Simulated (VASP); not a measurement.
# HgPt (P4/mmm) in VASP: single point with LDA

Aim: the single point of HgPt with LDA.

All numbers are computed with VASP 6.6.1; they aren't measurements. Logs are shortened: lines on timing, memory, paths and dates and some standing lists are left out, and cuts for length are marked.

## 1. The cell of the first run

The structure is tetragonal, space group P4/mmm (No. 123). Conventional cell: a = 2.947 Å, b = 2.947 Å, c = 3.857 Å, α = 90.00°, β = 90.00°, γ = 90.00°. Hg (site symmetry 4/mmm) has 8 Pt at 2.84 Å and 4 Hg at 2.95 Å within 3.7 Å. Within 3.7 Å of Pt (site symmetry 4/mmm) lie 8 Hg at 2.84 Å and 4 Pt at 2.95 Å.

## 2. Single point, LDA

INCAR reads:

```
PREC     = Accurate       # precision mode
ENCUT    = 520            # plane-wave cutoff, eV
EDIFF    = 1E-7           # SCF threshold, eV
ISMEAR   = -1             # smearing method
SIGMA    = 0.15           # smearing width, eV
LREAL    = F              # projectors in reciprocal space
LASPH    = T              # aspherical terms in the spheres
NELM     = 80             # most SCF steps
ALGO     = Fast           # electronic algorithm
ISIF     = 2              # what is computed and relaxed
LWAVE    = F              # write WAVECAR
LCHARG   = T              # write CHGCAR
GGA      = CA             # functional
LELF     = T              # ELF
LVHAR    = T            
NBANDS   = 18             # bands
```

KPOINTS reads:

```
regular mesh
0
Gamma
  14 14 12
```

POSCAR reads:

```
HgPt
1.0
    2.9467397444      0.0000000000      0.0000000000
    0.0000000000      2.9467397444      0.0000000000
    0.0000000000      0.0000000000      3.8568122340
Hg Pt
1 1
Direct
    0.0000000000      0.0000000000      0.0000000000
    0.5000000000      0.5000000000      0.5000000000
```

Potentials or basis: VASP PAW LDA potentials, release 64 (Hg, Pt).

Started as:

```bash
cat potpaw_LDA.64/Hg/POTCAR potpaw_LDA.64/Pt/POTCAR > POTCAR
mpirun -np 1 vasp_std > vasp.out
```

OUTCAR:

```text
PREC = Accurate
   ENCUT = 520
   EDIFF = 1E-7
   ISMEAR = -1
   LREAL = F
   LASPH = T
   NELM = 80
   ISIF = 2
   GGA = CA

 ion  position               nearest neighbor table
   1  0.000  0.000  0.000-   2 2.84   2 2.84   2 2.84   2 2.84   2 2.84   2 2.84   2 2.84   2 2.84

   2  0.500  0.500  0.500-   1 2.84   1 2.84   1 2.84   1 2.84   1 2.84   1 2.84   1 2.84   1 2.84

  LATTYP: Found a simple tetragonal cell.
 ALAT       =     2.9467397444
 C/A-ratio  =     1.3088404707

  Lattice vectors:

 A1 = (   2.9467397444,   0.0000000000,   0.0000000000)
 A2 = (   0.0000000000,   2.9467397444,   0.0000000000)
 A3 = (   0.0000000000,   0.0000000000,   3.8568122340)

Analysis of symmetry for initial positions (statically):
=====================================================================
 Subroutine PRICEL returns:
 Original cell was already a primitive cell.

 Routine SETGRP: Setting up the symmetry group for a
 simple tetragonal supercell.

 Subroutine GETGRP returns: Found 16 space group operations
 (whereof 16 operations were pure point group operations)
 out of a pool of 16 trial point group operations.

The static configuration has the point symmetry D_4h.

Analysis of symmetry for dynamics (positions and initial velocities):
=====================================================================
 Subroutine PRICEL returns:
 Original cell was already a primitive cell.

 Routine SETGRP: Setting up the symmetry group for a
 simple tetragonal supercell.

 Subroutine GETGRP returns: Found 16 space group operations
 (whereof 16 operations were pure point group operations)
 out of a pool of 16 trial point group operations.

The dynamic configuration has the point symmetry D_4h.

 Subroutine INISYM returns: Found 16 space group operations
 (whereof 16 operations are pure point group operations),
 and found     1 'primitive' translations

----------------------------------------------------------------------------------------

                                     Primitive cell

  volume of cell :      33.4898

  direct lattice vectors                    reciprocal lattice vectors
     2.946739744  0.000000000  0.000000000     0.339358100  0.000000000  0.000000000
     0.000000000  2.946739744  0.000000000     0.000000000  0.339358100  0.000000000
     0.000000000  0.000000000  3.856812234     0.000000000  0.000000000  0.259281484

  length of vectors
     2.946739744  2.946739744  3.856812234     0.339358100  0.339358100  0.259281484

  position of ions in fractional coordinates (direct lattice)
     0.000000000  0.000000000  0.000000000
     0.500000000  0.500000000  0.500000000

  ion indices of the primitive-cell ions
   primitive index   ion index
                 1           1
                 2           2

----------------------------------------------------------------------------------------

 KPOINTS: regular mesh

Automatic generation of k-mesh.
 Grid dimensions read from file:
 generate k-points for:   14   14   12

 Generating k-lattice:

  Cartesian coordinates                     Fractional coordinates (reciprocal lattice)
     0.024239864  0.000000000  0.000000000     0.071428571  0.000000000  0.000000000
     0.000000000  0.024239864  0.000000000     0.000000000  0.071428571  0.000000000
     0.000000000  0.000000000  0.021606790     0.000000000  0.000000000  0.083333333

  Length of vectors
     0.024239864  0.024239864  0.021606790

  Shift w.r.t. Gamma in fractional coordinates (k-lattice)
     0.000000000  0.000000000  0.000000000

 Subroutine IBZKPT returns following result:
 ===========================================

 Found    252 irreducible k-points:

 Following reciprocal coordinates:
            Coordinates               Weight
  0.000000  0.000000  0.000000      1.000000
  0.071429  0.000000  0.000000      4.000000
  0.142857  0.000000  0.000000      4.000000
  0.214286  0.000000  0.000000      4.000000
  0.285714  0.000000  0.000000      4.000000
  0.357143  0.000000  0.000000      4.000000
[... 16 lines left out ...]
  0.285714  0.214286  0.000000      8.000000
  0.357143  0.214286  0.000000      8.000000
 [... further k-points ...]
   k-points           NKPTS =    252   k-points in BZ     NKDIM =    252   number of bands    NBANDS=     18
   number of dos      NEDOS =    301   number of ions     NIONS =      2
   total plane-waves  NPLWV =  17280
   dimension x,y,z NGX =    24 NGY =   24 NGZ =   30
   dimension x,y,z NGXF=    48 NGYF=   48 NGZF=   60
   ions per type =               1   1
   NGX,Y,Z   is equivalent  to a cutoff of  13.54, 13.54, 12.93 a.u.
   NGXF,Y,Z  is equivalent  to a cutoff of  27.08, 27.08, 25.86 a.u.
 SYSTEM =  unknown system
   PREC   = accura    normal or accurate (medium, high low for compatibility)
   ISTART =      0    job   : 0-new  1-cont  2-samecut
   ICHARG =      2    charge: 1-file 2-atom 10-const
   ISPIN  =      1    spin polarized calculation?
   LNONCOLLINEAR =      F non collinear calculations
   LSORBIT =      F    spin-orbit coupling
   LASPH  =      T    aspherical Exc in radial PAW
   ENCUT  =  520.0 eV  38.22 Ry    6.18 a.u.   5.48  5.48  7.17*2*pi/ulx,y,z
   NELM   =     80;   NELMIN=  2; NELMDL= -5     # of ELM steps
   EDIFF  = 0.1E-06   stopping-criterion for ELM
   LREAL  =      F    real-space projection
   EDIFFG = 0.1E-05   stopping-criterion for IOM
   NSW    =      0    number of steps for IOM
   IBRION =     -1    ionic relax: 0-MD 1-quasi-New 2-CG
   NFREE  =      0    steps in history (QN), initial steepest desc. (CG)
   ISIF   =      2    stress and relaxation
   ISYM   =      2    0-nonsym 1-usesym 2-fastsym
   POTIM  = 0.5000    time-step for ionic-motion
   TEBEG  =    0.0;   TEEND  =   0.0 temperature during run
   PSTRESS=    0.0 pullay stress
   NELECT =      22.0000    total number of electrons
   NUPDOWN=      -1.0000    fix difference up-down
   EMIN   =  10.00;   EMAX   =-10.00  energy-range for DOS
   EFERMI =   0.00;   METHOD = LEGACY
   ISMEAR =    -1;   SIGMA  =   0.15  broadening in eV -4-tet -1-fermi 0-gaus
   EFERMI_NEDOS =   21; number of points for ismear=-14 and -15
   IALGO  =     68    algorithm
   IMIX   =      4    mixing-type and parameters
     AMIX     =   0.40;   BMIX     =  1.00
     AMIX_MAG =   1.60;   BMIX_MAG =  1.00
  volume/ion in A,a.u.               =      16.74       113.00
  Fermi-wavevector in a.u.,A,eV,Ry     =   1.423132  2.689329 27.555925  2.025303
  Thomas-Fermi vector in A             =   2.543762
   LORBIT       =      0    0 simple, 1 ext, 2 COOP (PROOUT), +10 PAW based schemes
   GGA     = CA    functional components
   LHFCALC =     F    Hartree Fock is set to
   AEXX    =    0.0000 exact exchange contribution
   IVDW    =     0    specifies the selected vdW correction
   LEPSILON=     F    determine dielectric tensor
   LRPA    =     F    only Hartree local field effects (RPA)
 non-spin polarized calculation
 RMM-DIIS sequential band-by-band and
  energy-cutoff  :      520.00
  volume of cell :       33.49
 maximum number of plane-waves:       926
 NGX is ok and might be reduce to    24
   NGX = 11   NGY = 11   NGZ = 15

 number of electron      21.9999996 magnetization

 Free energy of the ion-electron system (eV)
  ---------------------------------------------------
  ext. energy  EPLUGINS =         0.00000000
  ---------------------------------------------------
  free energy    TOTEN  =        -8.54977972 eV

  energy without entropy =       -8.50983842  energy(sigma->0) =       -8.52980907

 E-fermi :   7.4868     XC(G=0): -13.0819

 val. band max:        7.4720577321   @ k =   0.5000   0.2143   0.2500
 cond. band min:       7.4915597191   @ k =   0.5000   0.5000   0.0000
 fundamental gap:      0.0195019870
 Fermi energy:         7.4868008352

 k-point     1 :       0.0000    0.0000    0.0000
  band No.  band energies     occupation
      1      -3.3216      2.00000
      2      -1.4516      2.00000
      3      -1.2429      2.00000
      4       0.3414      2.00000
      5       0.3414      2.00000
      6       1.0305      2.00000
[... 10 lines left out ...]
     17      23.5632      0.00000
     18      25.5734      0.00000

 k-point     2 :       0.0714    0.0000    0.0000
  band No.  band energies     occupation
      1      -3.2061      2.00000
      2      -1.3995      2.00000
      3      -1.1870      2.00000
      4       0.2981      2.00000
      5       0.3610      2.00000
      6       0.9916      2.00000
[... 10 lines left out ...]
     17      23.8913      0.00000
     18      25.0020      0.00000

 k-point     3 :       0.1429    0.0000    0.0000
  band No.  band energies     occupation
      1      -2.8712      2.00000
      2      -1.2700      2.00000
      3      -1.0026      2.00000
      4       0.1788      2.00000
      5       0.4168      2.00000
      6       0.8846      2.00000
[... 10 lines left out ...]
     17      23.5422      0.00000
     18      24.5986      0.00000

 k-point     4 :       0.2143    0.0000    0.0000
  band No.  band energies     occupation
      1      -2.3592      2.00000
      2      -1.0910      2.00000
      3      -0.6822      2.00000
      4       0.0115      2.00000
      5       0.5001      2.00000
      6       0.7340      2.00000
[... 375 lines left out ...]
      4      -0.2108      2.00000
      5       0.1790      2.00000
      6       0.5210      2.00000
[... 10 lines left out ...]
     17      23.5494      0.00000
     18      23.6155      0.00000

 k-point    23 :       0.2857    0.2143    0.0000
  band No.  band energies     occupation
      1      -1.1226      2.00000
      2      -0.4792      2.00000
      3      -0.3765      2.00000
      4      -0.1952      2.00000
      5       0.0464      2.00000
      6       0.7077      2.00000
[... 10 lines left out ...]
     17      22.2584      0.00000
     18      22.5912      0.00000

 k-point    24 :       0.3571    0.2143    0.0000
  band No.  band energies     occupation
      1      -0.9025      2.00000
      2      -0.5369      2.00000
      3      -0.4003      2.00000
      4      -0.0785      2.00000
      5      -0.0559      2.00000
      6       1.4023      2.00000
[... 10 lines left out ...]
     17      20.8245      0.00000
     18      21.3161      0.00000

 [... further k-points ...]

------------------------ aborting loop because EDIFF is reached ----------------------------------------

  FORCE on cell =-STRESS in cart. coord.  units (eV):
  Direction    XX          YY          ZZ          XY          YZ          ZX
  --------------------------------------------------------------------------------------
  -------------------------------------------------------------------------------------
  Total        0.4248023      0.4248023      0.4716379      0.0000000      0.0000000      0.0000000
  in kB       20.3228881     20.3228881     22.5635373      0.0000000      0.0000000      0.0000000
  external PRESSURE =      21.0697711 kB  Pullay stress =       0.0000000 kB

 VOLUME and BASIS-vectors are now :
 -----------------------------------------------------------------------------
  energy-cutoff  :      520.00
  volume of cell :       33.49
      direct lattice vectors                 reciprocal lattice vectors
     2.946739744  0.000000000  0.000000000     0.339358100  0.000000000  0.000000000
     0.000000000  2.946739744  0.000000000     0.000000000  0.339358100  0.000000000
     0.000000000  0.000000000  3.856812234     0.000000000  0.000000000  0.259281484

 POSITION                                       TOTAL-FORCE (eV/Angst)
 -----------------------------------------------------------------------------------
      0.00000      0.00000      0.00000         0.000000      0.000000      0.000000
      1.47337      1.47337      1.92841         0.000000      0.000000      0.000000
 -----------------------------------------------------------------------------------
    total drift:                                0.000000      0.000000     -0.000000

  FREE ENERGIE OF THE ION-ELECTRON SYSTEM (eV)
  ---------------------------------------------------
  free  energy   TOTEN  =        -8.5497797240 eV

  energy  without entropy=       -8.5098384214  energy(sigma->0) =       -8.52980907
```

Run time: 56 s. Hardware: 1 thread of Intel Xeon Platinum 8488C (Sapphire Rapids), shared host; peak memory 0.26 GiB.

What came out:

```yaml
Free_energy: -8.5498 eV
Pressure: 2.1 GPa
Band_gap_on_the_k_mesh: zero (band 11 reaches 9.99 eV, above the bottom of band 12 at 6.07 eV)
```

Levels at points of the mesh, in eV from the Fermi level:
| k point | band 9 | band 10 | band 11 | band 12 | band 13 | band 14 |
| --- | --- | --- | --- | --- | --- | --- |
| (0.00, 0.00, 0.00) | -1.20 | -1.20 | -0.89 | 1.29 | 6.57 | 8.55 |
| (0.50, 0.00, 0.00) | -3.49 | -2.44 | -1.76 | 0.86 | 8.62 | 9.71 |
| (0.50, 0.50, 0.00) | -1.46 | -0.17 | -0.17 | 0.00 | 4.15 | 5.48 |
| (0.00, 0.00, 0.50) | -2.51 | -2.26 | -2.26 | -1.06 | 13.74 | 13.74 |
| (0.50, 0.00, 0.50) | -1.60 | -1.30 | -1.20 | -1.09 | 2.64 | 3.20 |
| (0.50, 0.50, 0.50) | -1.76 | 0.01 | 1.76 | 5.28 | 6.00 | 6.00 |

Caveat: spin-orbit coupling is left out, which moves the levels of the heavy elements.
